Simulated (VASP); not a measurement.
A run of VASP 6.6.1 is set up as follows.

Contents of POSCAR:

```
CdS
1.0
    4.2238184149      0.0000000000      0.0000000000
   -2.1119092075      3.6579340482      0.0000000000
    0.0000000000      0.0000000000      5.8401019765
Cd S
1 1
Direct
    0.0000000000      0.0000000000      0.4379876146
    0.6666666667      0.3333333333      0.4390123854
```

The input INCAR.step1:

```
PREC     = Accurate       # precision mode
ENCUT    = 520            # plane-wave cutoff, eV
EDIFF    = 1E-5           # SCF threshold, eV
ISMEAR   = -1             # smearing method
SIGMA    = 0.05           # smearing width, eV
LREAL    = F              # projectors in reciprocal space
LASPH    = T              # aspherical terms in the spheres
NELM     = 100            # most SCF steps
ALGO     = Normal         # electronic algorithm
ISIF     = 2              # what is computed and relaxed
LWAVE    = T              # write WAVECAR
LCHARG   = F              # write CHGCAR
GGA      = PE             # functional
NBANDS   = 16             # bands
```

File INCAR.step2:

```
PREC     = Accurate       # precision mode
ENCUT    = 520            # plane-wave cutoff, eV
EDIFF    = 1E-7           # SCF threshold, eV
ISMEAR   = -1             # smearing method
SIGMA    = 0.05           # smearing width, eV
LREAL    = F              # projectors in reciprocal space
LASPH    = T              # aspherical terms in the spheres
NELM     = 100            # most SCF steps
ALGO     = Normal         # electronic algorithm
ISIF     = 2              # what is computed and relaxed
LWAVE    = F              # write WAVECAR
LCHARG   = F              # write CHGCAR
GGA      = PE             # functional
LHFCALC  = T              # exact exchange
AEXX     = 0.25           # exact-exchange fraction
PRECFOCK = Normal       
ISTART   = 1            
NBANDS   = 16             # bands
```

File KPOINTS:

```
Automatic mesh
0
Gamma
  4 4 3
```

Potentials or basis: VASP PAW PBE potentials, release 64 (Cd, S).

Command:

```sh
$ cat potpaw_PBE.64/Cd/POTCAR potpaw_PBE.64/S/POTCAR > POTCAR
$ cp INCAR.step1 INCAR
$ mpirun -np 1 vasp_std > vasp.out
$ cp INCAR.step2 INCAR
$ mpirun -np 1 vasp_std > vasp.out
```

(1) Predict the band gap on the k mesh.

(2) Predict the pressure.

Answers

(1) 3.29 eV.

(2) 0.2 GPa.

Caveat: the k points lie up to 0.43 Å⁻¹ apart; the PAW data sets were made with another functional, which shifts forces and pressure a little; an odd mesh through Γ misses points on the zone boundary, where band edges can lie.
